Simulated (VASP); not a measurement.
A run of VASP 6.6.1 is set up as follows.

INCAR

```
PREC     = Accurate       # precision mode
ENCUT    = 600            # plane-wave cutoff, eV
EDIFF    = 1E-6           # SCF threshold, eV
ISMEAR   = 0              # smearing method
SIGMA    = 0.1            # smearing width, eV
LREAL    = F              # projectors in reciprocal space
LASPH    = T              # aspherical terms in the spheres
NELM     = 120            # most SCF steps
ALGO     = Normal         # electronic algorithm
ISIF     = 2              # what is computed and relaxed
LWAVE    = F              # write WAVECAR
LCHARG   = T              # write CHGCAR
GGA      = CA             # functional
LELF     = T              # ELF
LVHAR    = T            
NBANDS   = 16             # bands
GGA_COMPAT= F
```

KPOINTS

```
Automatic mesh
0
Gamma
  8 8 8
```

The input POSCAR:

```
GaN
1.0
    0.0000000000      2.0910323418      2.0910323418
    2.0910323418      0.0000000000      2.0910323418
    2.0910323418      2.0910323418      0.0000000000
Ga N
1 1
Direct
    0.0000000000      0.0000000000      0.0000000000
    0.5000000000      0.5000000000      0.5000000000
```

Potentials or basis: VASP PAW LDA potentials, release 64 (Ga_d, N).

The run is started by

```console
$ cat potpaw_LDA.64/Ga_d/POTCAR potpaw_LDA.64/N/POTCAR > POTCAR
$ mpirun -np 1 vasp_std > vasp.out
```

(1) What does it give for the pressure?

(2) Predict the band gap on the k mesh.

Answers

(1) 1.0 GPa.

(2) 0.63 eV (least direct gap 3.24 eV).
